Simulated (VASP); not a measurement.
AlN:

```
CELL_PARAMETERS angstrom
0.00000 2.16194 2.20839
2.16194 0.00000 2.20839
2.16194 2.16194 0.00000
ATOMIC_POSITIONS crystal
Al 0.00000 0.00000 0.00000
N 0.25000 0.25000 0.25000
```

This cell differs from its parent crystal: epitaxial xy strain -1.1%.

Base run:

| Quantity | Value |
| --- | --- |
| Program | VASP 6.6.1 |
| Functional | PBE |
| Potentials or basis | VASP PAW PBE potentials, release 64 (Al, N) |
| Cutoff | 520 eV |
| k mesh | 10 × 10 × 10 |
| Occupations | fermi-dirac, width 0.02 eV |
| Spin | no spin polarisation |

Its results: band gap on the k mesh 3.26 eV, indirect (least direct gap 4.24 eV); pressure 6.5 GPa.

The run is repeated on the same cell with these changes: functional from PBE to r2SCAN; occupations from fermi-dirac, width 0.02 eV to gaussian, width 0.01 eV. What comes out?

Band gap on the k mesh 3.88 eV, indirect (least direct gap 4.94 eV); pressure 1.8 GPa.

Caveats: the PAW data sets were made with another functional, which shifts forces and pressure a little (some runs).

A k mesh can miss the band edges.
